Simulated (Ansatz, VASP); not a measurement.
Al6H: VASP beside Ansatz

The input INCAR:

```
  ALGO = Normal
  DIPOL = 0.5 0.5 0.298
  EDIFF = 1E-6
  ENCUT = 520
  GGA = PE
  IDIPOL = 3
  ISIF = 2
  ISMEAR = 0
  LASPH = True
  LCHARG = True
  LDIPOL = True
  LELF = True
  LREAL = False
  LVACPOTAV = True
  LVHAR = True
  LWAVE = False
  NBANDS = 32
  NELM = 80
  PREC = Accurate
  SIGMA = 0.1
```

KPOINTS

```
k-points
0
Gamma
  6 6 1
```

The input POSCAR:

```
Al6H
1.0
    5.7143028096      0.0000000000      0.0000000000
   -2.8571514048      4.9487313980      0.0000000000
    0.0000000000      0.0000000000     22.6016424997
Al H
12 2
Direct
    0.3333333333      0.1666666667      0.1769782882
    0.3333333333      0.6666666667      0.1769782882
    0.8333333333      0.1666666667      0.1769782882
    0.8333333333      0.6666666667      0.1769782882
    0.1666666667      0.3333333333      0.2787817902
    0.1666666667      0.8333333333      0.2787817902
    0.6666666667      0.3333333333      0.2787817902
    0.6666666667      0.8333333333      0.2787817902
    0.0000000000      0.0000000000      0.3805759913
    0.0000000000      0.5000000000      0.3805759913
    0.5000000000      0.0000000000      0.3805759913
    0.5000000000      0.5000000000      0.3805759913
    0.2677085297      0.1666666667      0.4146443118
    0.3989581370      0.1666666667      0.4146443118
```

Input for Ansatz:

```yaml
crystal:
  lattice:
    - [5.7143028096, 0.0, 0.0]
    - [-2.8571514048, 4.948731398, 0.0]
    - [0.0, 0.0, 22.6016424997]
  atoms:
    - { symbol: Al, position: [0.3333333333, 0.1666666667, 0.1769782882] }
    - { symbol: Al, position: [0.3333333333, 0.6666666667, 0.1769782882] }
    - { symbol: Al, position: [0.8333333333, 0.1666666667, 0.1769782882] }
    - { symbol: Al, position: [0.8333333333, 0.6666666667, 0.1769782882] }
    - { symbol: Al, position: [0.1666666667, 0.3333333333, 0.2787817902] }
    - { symbol: Al, position: [0.1666666667, 0.8333333333, 0.2787817902] }
    - { symbol: Al, position: [0.6666666667, 0.3333333333, 0.2787817902] }
    - { symbol: Al, position: [0.6666666667, 0.8333333333, 0.2787817902] }
    - { symbol: Al, position: [0.0, 0.0, 0.3805759913] }
    - { symbol: Al, position: [0.0, 0.5, 0.3805759913] }
    - { symbol: Al, position: [0.5, 0.0, 0.3805759913] }
    - { symbol: Al, position: [0.5, 0.5, 0.3805759913] }
    - { symbol: H, position: [0.2677085297, 0.1666666667, 0.4146443118] }
    - { symbol: H, position: [0.398958137, 0.1666666667, 0.4146443118] }
basis:
  ecutwfc: 420
kpoints:
  mp_grid: { grid: [6, 6, 1] }
hamiltonian:
  xc: pbe
scf:
  occupations: { method: gaussian, width: 0.1 }
output:
  forces: true
  eigenvalues: true
  write_density: true
  write_potential: true
  elf: true
  volumetric_format: npy
efield:
  axis: 3
  dipole_correction: true
  ramp_width: 0.04
```

Alike in both runs: task single point; functional PBE; k mesh 6 × 6 × 1; occupations gaussian, width 0.1 eV; no spin polarisation.

|  | VASP | Ansatz |
| --- | --- | --- |
| version | VASP 6.6.1 | Ansatz 0.2.0 |
| potentials or method | VASP PAW PBE potentials, release 64 (Al, H), cutoff 520 eV | scalar-relativistic, plane waves, PAW |
| valence electrons in the cell | 38 | 38 |

```csv
,VASP,Ansatz,Ansatz less VASP
gap on the k mesh at the Fermi level (eV),none,none,-
rms of the force components (eV/Å),1.270,1.270,+0.0006
"work function, face that differs most (eV)",3.80,3.80,-0.002
```

Atom by atom the forces differ by 0.002 eV/Å (rms over components). A gap of «none» marks a metal or a gap that the smearing closes. Ansatz's warnings: xc potential rough in thin density.
